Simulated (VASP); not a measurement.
# RbBr (Pm-3m) in VASP: a series of runs, part 2 of 2

VASP 6.6.1.

## (5) Single point, PBE (36.83 Å³/atom)

This run uses another cell than the first one, of 36.83 Å³/atom.

File INCAR:

```
SYSTEM = RbBr
PREC = Accurate
ENCUT = 500
EDIFF = 1E-6
ISMEAR = 0
SIGMA = 0.01
LREAL = .False.
LASPH = .True.
NELM = 120
ALGO = Normal
ISIF = 2
LWAVE = .False.
LCHARG = .False.
GGA = PE
NBANDS = 15
GGA_COMPAT = .False.
```

File KPOINTS:

```
Automatic mesh
0
Gamma
  4 4 4
  0 0 0
```

File POSCAR:

```
RbBr
1.0
    4.1918757857      0.0000000000      0.0000000000
    0.0000000000      4.1918757857      0.0000000000
    0.0000000000      0.0000000000      4.1918757857
Rb Br
1 1
Direct
    0.0000000000      0.0000000000      0.0000000000
    0.5000000000      0.5000000000      0.5000000000
```

Potentials or basis: VASP PAW PBE potentials, release 64 (Rb_sv, Br).

On the command line:

```console
> cat potpaw_PBE.64/Rb_sv/POTCAR potpaw_PBE.64/Br/POTCAR > POTCAR
> mpirun -np 1 vasp_std > vasp.out
```

OUTCAR:

```text
SYSTEM = RbBr
   PREC = Accurate
   ENCUT = 500
   EDIFF = 1E-6
   ISMEAR = 0
   LREAL = .False.
   LASPH = .True.
   NELM = 120
   ISIF = 2
   GGA = PE

 ion  position               nearest neighbor table
   1  0.000  0.000  0.000-   2 3.63   2 3.63   2 3.63   2 3.63   2 3.63   2 3.63   2 3.63   2 3.63

   2  0.500  0.500  0.500-   1 3.63   1 3.63   1 3.63   1 3.63   1 3.63   1 3.63   1 3.63   1 3.63

  LATTYP: Found a simple cubic cell.
 ALAT       =     4.1918757857

  Lattice vectors:

 A1 = (   4.1918757857,   0.0000000000,   0.0000000000)
 A2 = (   0.0000000000,   4.1918757857,   0.0000000000)
 A3 = (   0.0000000000,   0.0000000000,   4.1918757857)

Analysis of symmetry for initial positions (statically):
=====================================================================
 Subroutine PRICEL returns:
 Original cell was already a primitive cell.

 Routine SETGRP: Setting up the symmetry group for a
 simple cubic supercell.

 Subroutine GETGRP returns: Found 48 space group operations
 (whereof 48 operations were pure point group operations)
 out of a pool of 48 trial point group operations.

The static configuration has the point symmetry O_h .

[... 160 lines left out ...]
      6      -1.0327      2.00000
      7      -1.0327      2.00000
      8      -1.0327      2.00000
      9       3.0431      0.00000
     10       4.7439      0.00000
     11       4.7439      0.00000
     12       8.9111      0.00000
     13       8.9111      0.00000
     14       8.9111      0.00000
[... 149 lines left out ...]
      2     -13.1647      2.00000
      3     -10.2497      2.00000
      4     -10.2497      2.00000
      5     -10.2497      2.00000
      6      -2.1066      2.00000
      7      -2.1066      2.00000
      8      -2.1066      2.00000
      9       7.1857      0.00000
     10       7.1857      0.00000
     11       7.1857      0.00000
     12       8.2470      0.00000
     13       8.2470      0.00000
     14       8.2470      0.00000
     15      10.9809      0.00000

------------------------ aborting loop because EDIFF is reached ----------------------------------------

  FORCE on cell =-STRESS in cart. coord.  units (eV):
  Direction    XX          YY          ZZ          XY          YZ          ZX
  --------------------------------------------------------------------------------------
  -------------------------------------------------------------------------------------
  Total        0.0408427      0.0408427      0.0408427     -0.0000000      0.0000000      0.0000000
  in kB        0.8883830      0.8883830      0.8883830     -0.0000000      0.0000000      0.0000000
  external PRESSURE =       0.8883830 kB  Pullay stress =       0.0000000 kB

 VOLUME and BASIS-vectors are now :
 -----------------------------------------------------------------------------
  energy-cutoff  :      500.00
  volume of cell :       73.66
      direct lattice vectors                 reciprocal lattice vectors
     4.191875786  0.000000000  0.000000000     0.238556687  0.000000000  0.000000000
     0.000000000  4.191875786  0.000000000     0.000000000  0.238556687  0.000000000
     0.000000000  0.000000000  4.191875786     0.000000000  0.000000000  0.238556687

 POSITION                                       TOTAL-FORCE (eV/Angst)
 -----------------------------------------------------------------------------------
      0.00000      0.00000      0.00000         0.000000      0.000000      0.000000
      2.09594      2.09594      2.09594         0.000000      0.000000      0.000000
 -----------------------------------------------------------------------------------
    total drift:                                0.000000      0.000000     -0.000000

  FREE ENERGIE OF THE ION-ELECTRON SYSTEM (eV)
  ---------------------------------------------------
  free  energy   TOTEN  =        -6.0030010862 eV

  energy  without entropy=       -6.0030010862  energy(sigma->0) =       -6.00300109
```

OSZICAR:

```text
N       E                     dE             d eps       ncg     rms          rms(c)
DAV:   1     0.773291146433E+02    0.77329E+02   -0.64988E+03   300   0.890E+02
DAV:   2    -0.146935335085E+01   -0.78798E+02   -0.74269E+02   415   0.165E+02
DAV:   3    -0.614846821197E+01   -0.46791E+01   -0.46660E+01   378   0.405E+01
DAV:   4    -0.625021820850E+01   -0.10175E+00   -0.10174E+00   433   0.560E+00
DAV:   5    -0.625110192228E+01   -0.88371E-03   -0.88369E-03   414   0.561E-01    0.243E+00
DAV:   6    -0.603580636574E+01    0.21530E+00   -0.19399E-01   349   0.230E+00    0.161E+00
DAV:   7    -0.599981016795E+01    0.35996E-01   -0.10614E-01   377   0.179E+00    0.861E-01
DAV:   8    -0.600297578001E+01   -0.31656E-02   -0.14406E-02   374   0.717E-01    0.145E-01
DAV:   9    -0.600284804958E+01    0.12773E-03   -0.60403E-04   405   0.131E-01    0.670E-02
DAV:  10    -0.600299951808E+01   -0.15147E-03   -0.25859E-04   357   0.107E-01    0.163E-02
DAV:  11    -0.600299951697E+01    0.11121E-08   -0.11752E-05   406   0.228E-02    0.950E-03
DAV:  12    -0.600300103790E+01   -0.15209E-05   -0.25707E-06   377   0.103E-02    0.156E-03
DAV:  13    -0.600300108623E+01   -0.48332E-07   -0.57148E-08   297   0.195E-03
   1 F= -.60030011E+01 E0= -.60030011E+01  d E =-.123699E-37
```

It took 12 s on 1 thread of Intel Xeon Platinum 8375C at 2.90GHz (Ice Lake), shared host; peak memory 0.17 GiB.

What came out:

```yaml
Free_energy: -6.0030 eV
Pressure: 0.1 GPa
Band_gap_on_the_k_mesh: 3.92 eV (least direct gap 4.08 eV)
```

Levels at points of the mesh, in eV from the valence-band top:
```csv
k point,band 6,band 7,band 8,band 9,band 10,band 11
"(0.00, 0.00, 0.00)",-0.15,-0.15,-0.15,3.92,5.63,5.63
"(0.50, 0.00, 0.00)",-1.60,-0.21,-0.21,6.86,6.88,7.38
"(0.50, 0.50, 0.00)",-1.00,-1.00,0.00,5.29,6.17,7.92
"(0.50, 0.50, 0.50)",-1.22,-1.22,-1.22,8.07,8.07,8.07
```

## (6) Single point, PBE (38.58 Å³/atom)

This run uses another cell than the first one, of 38.58 Å³/atom.

File INCAR:

```
SYSTEM = RbBr
ALGO = Normal ; EDIFF = 1E-6
ENCUT = 500 ; GGA = PE
GGA_COMPAT = .FALSE. ; ISIF = 2
ISMEAR = 0 ; LASPH = .TRUE.
LCHARG = .FALSE. ; LREAL = .FALSE.
LWAVE = .FALSE. ; NBANDS = 15
NELM = 120 ; PREC = Accurate
SIGMA = 0.01
```

File KPOINTS:

```
k-points
0
G
  4 4 4
  0 0 0
```

File POSCAR:

```
RbBr
1.0
    4.2573844259      0.0000000000      0.0000000000
    0.0000000000      4.2573844259      0.0000000000
    0.0000000000      0.0000000000      4.2573844259
Rb Br
1 1
Direct
    0.0000000000      0.0000000000      0.0000000000
    0.5000000000      0.5000000000      0.5000000000
```

Potentials or basis: VASP PAW PBE potentials, release 64 (Rb_sv, Br).

On the command line:

```console
> cat potpaw_PBE.64/Rb_sv/POTCAR potpaw_PBE.64/Br/POTCAR > POTCAR
> mpirun -np 1 vasp_std > vasp.out
```

OUTCAR:

```text
SYSTEM = RbBr
   EDIFF = 1E-6
   ENCUT = 500
   GGA = PE
   ISIF = 2
   ISMEAR = 0
   LASPH = .TRUE.
   LREAL = .FALSE.
   NELM = 120
   PREC = Accurate

 ion  position               nearest neighbor table
   1  0.000  0.000  0.000-   2 3.69   2 3.69   2 3.69   2 3.69   2 3.69   2 3.69   2 3.69   2 3.69

   2  0.500  0.500  0.500-   1 3.69   1 3.69   1 3.69   1 3.69   1 3.69   1 3.69   1 3.69   1 3.69

  LATTYP: Found a simple cubic cell.
 ALAT       =     4.2573844259

  Lattice vectors:

 A1 = (   4.2573844259,   0.0000000000,   0.0000000000)
 A2 = (   0.0000000000,   4.2573844259,   0.0000000000)
 A3 = (   0.0000000000,   0.0000000000,   4.2573844259)

Analysis of symmetry for initial positions (statically):
=====================================================================
 Subroutine PRICEL returns:
 Original cell was already a primitive cell.

 Routine SETGRP: Setting up the symmetry group for a
 simple cubic supercell.

 Subroutine GETGRP returns: Found 48 space group operations
 (whereof 48 operations were pure point group operations)
 out of a pool of 48 trial point group operations.

The static configuration has the point symmetry O_h .

Analysis of symmetry for dynamics (positions and initial velocities):
=====================================================================
 Subroutine PRICEL returns:
 Original cell was already a primitive cell.

 Routine SETGRP: Setting up the symmetry group for a
 simple cubic supercell.

 Subroutine GETGRP returns: Found 48 space group operations
 (whereof 48 operations were pure point group operations)
 out of a pool of 48 trial point group operations.

The dynamic configuration has the point symmetry O_h .

 Subroutine INISYM returns: Found 48 space group operations
 (whereof 48 operations are pure point group operations),
 and found     1 'primitive' translations
[... 105 lines left out ...]
   GGA     = PE    functional components
   LHFCALC =     F    Hartree Fock is set to
   AEXX    =    0.0000 exact exchange contribution
   IVDW    =     0    specifies the selected vdW correction
   LEPSILON=     F    determine dielectric tensor
   LRPA    =     F    only Hartree local field effects (RPA)
 non-spin polarized calculation
 Gauss-broadening in eV      SIGMA  =   0.01
  energy-cutoff  :      500.00
  volume of cell :       77.17
 maximum number of plane-waves:      1984
 NGX is ok and might be reduce to    32
   NGX = 15   NGY = 15   NGZ = 15

 number of electron      15.9999997 magnetization

 Free energy of the ion-electron system (eV)
  ---------------------------------------------------
  ext. energy  EPLUGINS =         0.00000000
  ---------------------------------------------------
  free energy    TOTEN  =        -5.99826445 eV

  energy without entropy =       -5.99826445  energy(sigma->0) =       -5.99826445

 E-fermi :  -1.0304     XC(G=0):  -7.5351

 val. band max:       -1.0830246406   @ k =   0.5000   0.5000   0.0000
 cond. band min:       2.7022402851   @ k =   0.0000   0.0000   0.0000
 fundamental gap:      3.7852649258
 Fermi energy:        -1.0303742506

 k-point     1 :       0.0000    0.0000    0.0000
  band No.  band energies     occupation
      1     -26.3436      2.00000
      2     -13.5559      2.00000
      3     -10.3404      2.00000
      4     -10.3404      2.00000
      5     -10.3404      2.00000
      6      -1.2302      2.00000
      7      -1.2302      2.00000
      8      -1.2302      2.00000
      9       2.7022      0.00000
     10       4.5791      0.00000
     11       4.5791      0.00000
     12       8.5757      0.00000
     13       8.5757      0.00000
     14       8.5757      0.00000
[... 149 lines left out ...]
      2     -13.3306      2.00000
      3     -10.5116      2.00000
      4     -10.5116      2.00000
      5     -10.5116      2.00000
      6      -2.2071      2.00000
      7      -2.2071      2.00000
      8      -2.2071      2.00000
      9       6.8288      0.00000
     10       6.8288      0.00000
     11       6.8288      0.00000
     12       7.8288      0.00000
     13       7.8288      0.00000
     14       7.8288      0.00000
     15      10.5334      0.00000

------------------------ aborting loop because EDIFF is reached ----------------------------------------

  FORCE on cell =-STRESS in cart. coord.  units (eV):
  Direction    XX          YY          ZZ          XY          YZ          ZX
  --------------------------------------------------------------------------------------
  -------------------------------------------------------------------------------------
  Total       -0.2440090     -0.2440090     -0.2440090     -0.0000000     -0.0000000     -0.0000000
  in kB       -5.0662639     -5.0662639     -5.0662639     -0.0000000     -0.0000000     -0.0000000
  external PRESSURE =      -5.0662639 kB  Pullay stress =       0.0000000 kB

 VOLUME and BASIS-vectors are now :
 -----------------------------------------------------------------------------
  energy-cutoff  :      500.00
  volume of cell :       77.17
      direct lattice vectors                 reciprocal lattice vectors
     4.257384426  0.000000000  0.000000000     0.234886000  0.000000000  0.000000000
     0.000000000  4.257384426  0.000000000     0.000000000  0.234886000  0.000000000
     0.000000000  0.000000000  4.257384426     0.000000000  0.000000000  0.234886000

 POSITION                                       TOTAL-FORCE (eV/Angst)
 -----------------------------------------------------------------------------------
      0.00000      0.00000      0.00000         0.000000      0.000000      0.000000
      2.12869      2.12869      2.12869         0.000000      0.000000      0.000000
 -----------------------------------------------------------------------------------
    total drift:                                0.000000      0.000000     -0.000000

  FREE ENERGIE OF THE ION-ELECTRON SYSTEM (eV)
  ---------------------------------------------------
  free  energy   TOTEN  =        -5.9982644508 eV

  energy  without entropy=       -5.9982644508  energy(sigma->0) =       -5.99826445
```

stdout:

```text
POSCAR found type information on POSCAR RbBr
 POSCAR found :  2 types and       2 ions
 scaLAPACK will be used
 LDA part: xc-table for (Slater+PW92), standard interpolation
 POSCAR, INCAR and KPOINTS ok, starting setup
 FFT: planning ... GRIDC
 FFT: planning ... GRID_SOFT
 FFT: planning ... GRID
 WAVECAR not read
 entering main loop
```

Run time: 14 s. Hardware: 1 thread of Intel Xeon Platinum 8375C at 2.90GHz (Ice Lake), shared host; peak memory 0.17 GiB.

Results:

```
Free energy            : -5.9983 eV
Pressure               : -0.5 GPa
Band gap on the k mesh : 3.79 eV (least direct gap 3.93 eV)
```

## (7) Summary

| cell | gap on the mesh (eV) | pressure (GPa) |
| --- | --- | --- |
| a = 3.982 Å, 2 atoms | 4.48 | 3.3 |
| a = 4.054 Å, 2 atoms | 4.27 | 1.9 |
| a = 4.124 Å, 2 atoms | 4.08 | 0.9 |
| a = 4.192 Å, 2 atoms | 3.92 | 0.1 |
| a = 4.257 Å, 2 atoms | 3.79 | -0.5 |

Alike in all rows: task single point; level PBE; potentials or basis VASP PAW PBE potentials, release 64 (Rb_sv, Br); no spin polarisation; k mesh 4 × 4 × 4; cutoff (eV) 500; smearing gaussian 0.01 eV.

Caveats: the cell stands under pressure (at least some runs).

Total energies depend on the potentials used, so only differences within one code and one set of settings carry meaning.
